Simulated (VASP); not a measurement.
# BiRu (P4/mmm) in VASP: a series of runs

The runs below take BiRu through single point, relaxation of cell and atoms, with PBE.

All numbers are computed with VASP 6.6.1; they aren't measurements. Logs are shortened: lines on timing, memory, paths and dates and some standing lists are left out, and cuts for length are marked.

## Step 1: The cell of the first run

It takes space group P4/mmm (No. 123, tetragonal). Conventional cell: a = 3.269 Å, b = 3.269 Å, c = 4.284 Å, α = 90.00°, β = 90.00°, γ = 90.00°. Bi (site symmetry 4/mmm) has 8 Ru at 3.15 Å and 4 Bi at 3.27 Å within 4.1 Å. Within 4.1 Å of Ru (site symmetry 4/mmm) lie 8 Bi at 3.15 Å and 4 Ru at 3.27 Å.

## Step 2: Single point, PBE

Contents of INCAR:

```
PREC     = Accurate       # precision mode
ENCUT    = 520            # plane-wave cutoff, eV
EDIFF    = 1E-6           # SCF threshold, eV
ISMEAR   = 0              # smearing method
SIGMA    = 0.1            # smearing width, eV
LREAL    = F              # projectors in reciprocal space
LASPH    = T              # aspherical terms in the spheres
NELM     = 80             # most SCF steps
ALGO     = Normal         # electronic algorithm
ISIF     = 2              # what is computed and relaxed
LWAVE    = F              # write WAVECAR
LCHARG   = T              # write CHGCAR
GGA      = PE             # functional
LELF     = T              # ELF
LVHAR    = T            
NBANDS   = 22             # bands
```

Contents of KPOINTS:

```
Automatic mesh
0
Gamma
  6 6 4
```

Contents of POSCAR:

```
BiRu
1.0
    3.2685410515      0.0000000000      0.0000000000
    0.0000000000      3.2685410515      0.0000000000
    0.0000000000      0.0000000000      4.2841234497
Bi Ru
1 1
Direct
    0.5000000000      0.5000000000      0.5000000000
    0.0000000000      0.0000000000      0.0000000000
```

Potentials or basis: VASP PAW PBE potentials, release 64 (Bi_d, Ru_pv).

Command:

```bash
$ cat potpaw_PBE.64/Bi_d/POTCAR potpaw_PBE.64/Ru_pv/POTCAR > POTCAR
$ mpirun -np 1 vasp_std > vasp.out
```

OUTCAR:

```text
PREC = Accurate
   ENCUT = 520
   EDIFF = 1E-6
   ISMEAR = 0
   LREAL = F
   LASPH = T
   NELM = 80
   ISIF = 2
   GGA = PE

 ion  position               nearest neighbor table
   1  0.500  0.500  0.500-   2 3.15   2 3.15   2 3.15   2 3.15   2 3.15   2 3.15   2 3.15   2 3.15

   2  0.000  0.000  0.000-   1 3.15   1 3.15   1 3.15   1 3.15   1 3.15   1 3.15   1 3.15   1 3.15

  LATTYP: Found a simple tetragonal cell.
 ALAT       =     3.2685410515
 C/A-ratio  =     1.3107142857

  Lattice vectors:

 A1 = (   3.2685410515,   0.0000000000,   0.0000000000)
 A2 = (   0.0000000000,   3.2685410515,   0.0000000000)
 A3 = (   0.0000000000,   0.0000000000,   4.2841234497)

Analysis of symmetry for initial positions (statically):
=====================================================================
 Subroutine PRICEL returns:
 Original cell was already a primitive cell.

 Routine SETGRP: Setting up the symmetry group for a
 simple tetragonal supercell.

 Subroutine GETGRP returns: Found 16 space group operations
 (whereof 16 operations were pure point group operations)
 out of a pool of 16 trial point group operations.

The static configuration has the point symmetry D_4h.

Analysis of symmetry for dynamics (positions and initial velocities):
=====================================================================
 Subroutine PRICEL returns:
 Original cell was already a primitive cell.

 Routine SETGRP: Setting up the symmetry group for a
 simple tetragonal supercell.

 Subroutine GETGRP returns: Found 16 space group operations
 (whereof 16 operations were pure point group operations)
 out of a pool of 16 trial point group operations.

The dynamic configuration has the point symmetry D_4h.

 Subroutine INISYM returns: Found 16 space group operations
 (whereof 16 operations are pure point group operations),
 and found     1 'primitive' translations

----------------------------------------------------------------------------------------

                                     Primitive cell

  volume of cell :      45.7688

  direct lattice vectors                    reciprocal lattice vectors
     3.268541052  0.000000000  0.000000000     0.305946899  0.000000000  0.000000000
     0.000000000  3.268541052  0.000000000     0.000000000  0.305946899  0.000000000
     0.000000000  0.000000000  4.284123450     0.000000000  0.000000000  0.233419978

  length of vectors
     3.268541052  3.268541052  4.284123450     0.305946899  0.305946899  0.233419978

  position of ions in fractional coordinates (direct lattice)
     0.500000000  0.500000000  0.500000000
     0.000000000  0.000000000  0.000000000

  ion indices of the primitive-cell ions
   primitive index   ion index
                 1           1
                 2           2

----------------------------------------------------------------------------------------

 KPOINTS: Automatic mesh

Automatic generation of k-mesh.
 Grid dimensions read from file:
 generate k-points for:    6    6    4

 Generating k-lattice:

  Cartesian coordinates                     Fractional coordinates (reciprocal lattice)
     0.050991150  0.000000000  0.000000000     0.166666667  0.000000000  0.000000000
     0.000000000  0.050991150  0.000000000     0.000000000  0.166666667  0.000000000
     0.000000000  0.000000000  0.058354994     0.000000000  0.000000000  0.250000000

  Length of vectors
     0.050991150  0.050991150  0.058354994

  Shift w.r.t. Gamma in fractional coordinates (k-lattice)
     0.000000000  0.000000000  0.000000000

 Subroutine IBZKPT returns following result:
 ===========================================

 Found     30 irreducible k-points:

 Following reciprocal coordinates:
            Coordinates               Weight
  0.000000  0.000000  0.000000      1.000000
  0.166667  0.000000  0.000000      4.000000
  0.333333  0.000000  0.000000      4.000000
  0.500000  0.000000  0.000000      2.000000
  0.166667  0.166667  0.000000      4.000000
  0.333333  0.166667  0.000000      8.000000
[... 16 lines left out ...]
  0.333333  0.000000  0.500000      4.000000
  0.500000  0.000000  0.500000      2.000000
 [... further k-points ...]
   k-points           NKPTS =     30   k-points in BZ     NKDIM =     30   number of bands    NBANDS=     22
   number of dos      NEDOS =    301   number of ions     NIONS =      2
   total plane-waves  NPLWV =  18432
   dimension x,y,z NGX =    24 NGY =   24 NGZ =   32
   dimension x,y,z NGXF=    48 NGYF=   48 NGZF=   64
   ions per type =               1   1
   NGX,Y,Z   is equivalent  to a cutoff of  12.21, 12.21, 12.42 a.u.
   NGXF,Y,Z  is equivalent  to a cutoff of  24.41, 24.41, 24.84 a.u.
 SYSTEM =  unknown system
   PREC   = accura    normal or accurate (medium, high low for compatibility)
   ISTART =      0    job   : 0-new  1-cont  2-samecut
   ICHARG =      2    charge: 1-file 2-atom 10-const
   ISPIN  =      1    spin polarized calculation?
   LNONCOLLINEAR =      F non collinear calculations
   LSORBIT =      F    spin-orbit coupling
   LASPH  =      T    aspherical Exc in radial PAW
   ENCUT  =  520.0 eV  38.22 Ry    6.18 a.u.   6.08  6.08  7.97*2*pi/ulx,y,z
   NELM   =     80;   NELMIN=  2; NELMDL= -5     # of ELM steps
   EDIFF  = 0.1E-05   stopping-criterion for ELM
   LREAL  =      F    real-space projection
   EDIFFG = 0.1E-04   stopping-criterion for IOM
   NSW    =      0    number of steps for IOM
   IBRION =     -1    ionic relax: 0-MD 1-quasi-New 2-CG
   NFREE  =      0    steps in history (QN), initial steepest desc. (CG)
   ISIF   =      2    stress and relaxation
   ISYM   =      2    0-nonsym 1-usesym 2-fastsym
   POTIM  = 0.5000    time-step for ionic-motion
   TEBEG  =    0.0;   TEEND  =   0.0 temperature during run
   PSTRESS=    0.0 pullay stress
   NELECT =      29.0000    total number of electrons
   NUPDOWN=      -1.0000    fix difference up-down
   EMIN   =  10.00;   EMAX   =-10.00  energy-range for DOS
   EFERMI =   0.00;   METHOD = LEGACY
   ISMEAR =     0;   SIGMA  =   0.10  broadening in eV -4-tet -1-fermi 0-gaus
   EFERMI_NEDOS =   21; number of points for ismear=-14 and -15
   IALGO  =     38    algorithm
   IMIX   =      4    mixing-type and parameters
     AMIX     =   0.40;   BMIX     =  1.00
     AMIX_MAG =   1.60;   BMIX_MAG =  1.00
  volume/ion in A,a.u.               =      22.88       154.43
  Fermi-wavevector in a.u.,A,eV,Ry     =   1.406104  2.657152 26.900478  1.977129
  Thomas-Fermi vector in A             =   2.528498
   LORBIT       =      0    0 simple, 1 ext, 2 COOP (PROOUT), +10 PAW based schemes
   GGA     = PE    functional components
   LHFCALC =     F    Hartree Fock is set to
   AEXX    =    0.0000 exact exchange contribution
   IVDW    =     0    specifies the selected vdW correction
   LEPSILON=     F    determine dielectric tensor
   LRPA    =     F    only Hartree local field effects (RPA)
 non-spin polarized calculation
 Gauss-broadening in eV      SIGMA  =   0.10
  energy-cutoff  :      520.00
  volume of cell :       45.77
 maximum number of plane-waves:      1248
   NGX = 13   NGY = 13   NGZ = 15

 number of electron      29.0000004 magnetization

 Free energy of the ion-electron system (eV)
  ---------------------------------------------------
  ext. energy  EPLUGINS =         0.00000000
  ---------------------------------------------------
  free energy    TOTEN  =       -11.38854277 eV

  energy without entropy =      -11.36829173  energy(sigma->0) =      -11.37841725

 E-fermi :   8.6865     XC(G=0): -11.4569

 val. band max:        8.6833950763   @ k =   0.3333   0.3333   0.5000
 cond. band min:       8.6868536092   @ k =   0.1667   0.0000   0.5000
 fundamental gap:      0.0034585329
 Fermi energy:         8.6864865226

 k-point     1 :       0.0000    0.0000    0.0000
  band No.  band energies     occupation
      1     -33.0582      2.00000
      2     -33.0582      2.00000
      3     -33.0468      2.00000
      4     -14.3137      2.00000
      5     -14.0975      2.00000
      6     -13.9965      2.00000
[... 14 lines left out ...]
     21      20.2631      0.00000
     22      21.2321      0.00000

 k-point     2 :       0.1667    0.0000    0.0000
  band No.  band energies     occupation
      1     -33.0760      2.00000
      2     -33.0568      2.00000
      3     -33.0452      2.00000
      4     -14.2689      2.00000
      5     -14.0711      2.00000
      6     -14.0167      2.00000
[... 14 lines left out ...]
     21      20.4392      0.00000
     22      20.6600      0.00000

 k-point     3 :       0.3333    0.0000    0.0000
  band No.  band energies     occupation
      1     -33.1116      2.00000
      2     -33.0540      2.00000
      3     -33.0420      2.00000
      4     -14.2088      2.00000
      5     -14.0569      2.00000
      6     -14.0443      2.00000
[... 14 lines left out ...]
     21      18.4909      0.00000
     22      21.1983      0.00000

 k-point     4 :       0.5000    0.0000    0.0000
  band No.  band energies     occupation
      1     -33.1293      2.00000
      2     -33.0526      2.00000
      3     -33.0403      2.00000
      4     -14.1912      2.00000
      5     -14.0769      2.00000
      6     -14.0666      2.00000
[... 14 lines left out ...]
     21      18.2987      0.00000
     22      19.7822      0.00000

 k-point     5 :       0.1667    0.1667    0.0000
  band No.  band energies     occupation
      1     -33.0749      2.00000
      2     -33.0742      2.00000
      3     -33.0435      2.00000
      4     -14.2137      2.00000
      5     -14.0551      2.00000
      6     -14.0384      2.00000
[... 417 lines left out ...]
 k-point    22 :       0.1667    0.0000    0.5000
  band No.  band energies     occupation
      1     -33.0759      2.00000
      2     -33.0567      2.00000
      3     -33.0481      2.00000
      4     -14.2678      2.00000
      5     -14.0541      2.00000
      6     -14.0169      2.00000
[... 14 lines left out ...]
     21      19.9467      0.00000
     22      20.2415      0.00000

 k-point    23 :       0.3333    0.0000    0.5000
  band No.  band energies     occupation
      1     -33.1111      2.00000
      2     -33.0538      2.00000
      3     -33.0444      2.00000
      4     -14.2062      2.00000
      5     -14.0584      2.00000
      6     -14.0544      2.00000
[... 14 lines left out ...]
     21      20.4350      0.00000
     22      21.0677      0.00000

 k-point    24 :       0.5000    0.0000    0.5000
  band No.  band energies     occupation
      1     -33.1287      2.00000
      2     -33.0524      2.00000
      3     -33.0425      2.00000
      4     -14.1875      2.00000
      5     -14.0798      2.00000
      6     -14.0790      2.00000
[... 14 lines left out ...]
     21      20.1612      0.00000
     22      20.4620      0.00000

 [... further k-points ...]

------------------------ aborting loop because EDIFF is reached ----------------------------------------

  FORCE on cell =-STRESS in cart. coord.  units (eV):
  Direction    XX          YY          ZZ          XY          YZ          ZX
  --------------------------------------------------------------------------------------
  -------------------------------------------------------------------------------------
  Total       -2.2688330     -2.2688330     -6.0400832      0.0000000      0.0000000      0.0000000
  in kB      -79.4224430    -79.4224430   -211.4382917      0.0000000      0.0000000      0.0000000
  external PRESSURE =    -123.4277259 kB  Pullay stress =       0.0000000 kB

 VOLUME and BASIS-vectors are now :
 -----------------------------------------------------------------------------
  energy-cutoff  :      520.00
  volume of cell :       45.77
      direct lattice vectors                 reciprocal lattice vectors
     3.268541052  0.000000000  0.000000000     0.305946899  0.000000000  0.000000000
     0.000000000  3.268541052  0.000000000     0.000000000  0.305946899  0.000000000
     0.000000000  0.000000000  4.284123450     0.000000000  0.000000000  0.233419978

 POSITION                                       TOTAL-FORCE (eV/Angst)
 -----------------------------------------------------------------------------------
      1.63427      1.63427      2.14206         0.000000      0.000000      0.000000
      0.00000      0.00000      0.00000         0.000000      0.000000      0.000000
 -----------------------------------------------------------------------------------
    total drift:                                0.000000      0.000000     -0.000000

  FREE ENERGIE OF THE ION-ELECTRON SYSTEM (eV)
  ---------------------------------------------------
  free  energy   TOTEN  =       -11.3885427728 eV

  energy  without entropy=      -11.3682917316  energy(sigma->0) =      -11.37841725
```

Wall time 10 s (1 thread of Intel Xeon 6975P-C (Granite Rapids), shared host); peak memory 0.16 GiB.

What came out:

```
Free energy            : -11.3885 eV
Pressure               : -12.3 GPa
Band gap on the k mesh : zero (an odd number of electrons rules out a gap without spin polarisation)
```

Stress tensor (GPa, compression positive):
```
 -7.94   0.00   0.00
  0.00  -7.94   0.00
  0.00   0.00 -21.14
```

Levels at points of the mesh, in eV from the Fermi level:
| k point | band 10 | band 11 | band 12 | band 13 | band 14 | band 15 | band 16 | band 17 | band 18 | band 19 |
| --- | --- | --- | --- | --- | --- | --- | --- | --- | --- | --- |
| (0.00, 0.00, 0.00) | -2.30 | -2.07 | -1.75 | -0.30 | -0.30 | 0.24 | 1.95 | 3.05 | 3.05 | 9.03 |
| (0.50, 0.00, 0.00) | -5.83 | -2.99 | -1.78 | -0.88 | -0.24 | 1.09 | 3.83 | 4.14 | 5.43 | 6.30 |
| (0.50, 0.50, 0.00) | -3.17 | -3.17 | -1.43 | -1.37 | -1.37 | -0.97 | 0.90 | 2.34 | 3.88 | 7.05 |
| (0.00, 0.00, 0.50) | -5.77 | -2.06 | -1.02 | -1.02 | -0.95 | 0.22 | 5.30 | 5.30 | 7.23 | 8.19 |
| (0.50, 0.00, 0.50) | -4.54 | -2.74 | -2.11 | -0.57 | -0.34 | -0.31 | -0.16 | 2.53 | 5.56 | 9.81 |
| (0.50, 0.50, 0.50) | -4.19 | -4.19 | -3.56 | -0.22 | 0.90 | 1.83 | 1.83 | 2.85 | 3.27 | 3.27 |

Caveat: the k points lie up to 0.37 Å⁻¹ apart, too coarse for converged energies and pressures of a metal; spin-orbit coupling is left out, which moves the levels of the heavy elements.

## Step 3: Relaxation of cell and atoms, PBE

Contents of INCAR:

```
PREC     = Accurate       # precision mode
ENCUT    = 600            # plane-wave cutoff, eV
EDIFF    = 1E-6           # SCF threshold, eV
ISMEAR   = 0              # smearing method
SIGMA    = 0.1            # smearing width, eV
LREAL    = False          # projectors in reciprocal space
LASPH    = True           # aspherical terms in the spheres
NELM     = 80             # most SCF steps
ALGO     = Normal         # electronic algorithm
ISIF     = 3              # what is computed and relaxed
LWAVE    = False          # write WAVECAR
LCHARG   = False          # write CHGCAR
GGA      = PE             # functional
IBRION   = 2              # ionic algorithm
NSW      = 90             # ionic steps
EDIFFG   = -0.04          # ionic threshold
```

KPOINTS is that of step 2.

POSCAR is that of step 2.

Potentials or basis: VASP PAW PBE potentials, release 64 (Bi_d, Ru_pv).

Command:

```bash
$ cat potpaw_PBE.64/Bi_d/POTCAR potpaw_PBE.64/Ru_pv/POTCAR > POTCAR
$ mpirun -np 1 vasp_std > vasp.out
```

Wall time 1.9 min (1 thread of Intel Xeon 6975P-C (Granite Rapids), shared host); peak memory 0.2 GiB.

The run converged. Its results:

| Quantity | Value |
| --- | --- |
| Free energy | -12.0369 eV |
| Relaxed volume | 19.63 Å³/atom |
| Relaxed cell | a = 3.413 Å, b = 3.413 Å, c = 3.371 Å, α = 90.00°, β = 90.00°, γ = 90.00° |
| Space group after relaxing (to 0.1 Å) | Pm-3m (No. 221) |
| Energy gained by relaxing | 324.3 meV/atom |
| Ionic steps | 9 |
| Pressure after relaxing | 0.0 GPa |
| Band gap on the k mesh | zero (an odd number of electrons rules out a gap without spin polarisation) |

Stress tensor (GPa, compression positive):
```
 0.09  0.00  0.00
 0.00  0.09  0.00
 0.00  0.00 -0.26
```

The path:
| step | energy change (eV) | largest force (eV/Å) | pressure (GPa) | volume (Å³) |
| --- | --- | --- | --- | --- |
| 1 | 0.0000 | 0.0000 | -12.32 | 45.77 |
| 2 | -0.3459 | 0.0000 | 18.57 | 34.95 |
| 3 | -0.4780 | 0.0000 | 3.50 | 38.01 |
| 4 | -0.6118 | 0.0000 | 3.39 | 38.00 |
| 5 | -0.6200 | 0.0000 | 3.91 | 37.94 |
| 6 | -0.6235 | 0.0000 | 5.33 | 37.72 |
| 7 | -0.5940 | 0.0000 | -6.67 | 41.73 |
| 8 | -0.6485 | 0.0000 | -0.11 | 39.29 |
| 9 | -0.6485 | 0.0000 | -0.02 | 39.26 |

Final structure:
```yaml
crystal:
  lattice:
    - [3.41274, 0.00000, 0.00000]
    - [0.00000, 3.41274, 0.00000]
    - [0.00000, 0.00000, 3.37063]
  atoms:
    - { symbol: Bi, position: [0.50000, 0.50000, 0.50000] }
    - { symbol: Ru, position: [0.00000, 0.00000, 0.00000] }
```

Levels at points of the mesh, in eV from the Fermi level:
```tsv
k point	band 10	band 11	band 12	band 13	band 14	band 15	band 16	band 17	band 18
(0.00, 0.00, 0.00)	-2.92	-2.87	-0.79	-0.78	-0.78	1.04	1.04	1.34	3.95
(0.50, 0.00, 0.00)	-6.96	-2.74	-2.58	-2.47	-0.84	0.11	5.89	6.03	6.55
(0.50, 0.50, 0.00)	-4.31	-4.31	-2.81	-1.40	-1.40	-0.03	0.00	2.44	4.55
(0.00, 0.00, 0.50)	-6.94	-2.68	-2.59	-2.59	-0.85	0.20	5.92	5.92	6.44
(0.50, 0.00, 0.50)	-4.32	-4.24	-2.71	-1.48	-1.43	-0.07	-0.02	2.57	4.34
(0.50, 0.50, 0.50)	-5.30	-5.28	-5.28	0.04	0.04	2.74	2.77	3.38	3.49
```

Caveat: the k points lie up to 0.47 Å⁻¹ apart in the final cell, too coarse for converged energies and pressures of a metal; a cell axis changed by over 15 % at a fixed basis, so the end point is rough; spin-orbit coupling is left out, which moves the levels of the heavy elements.
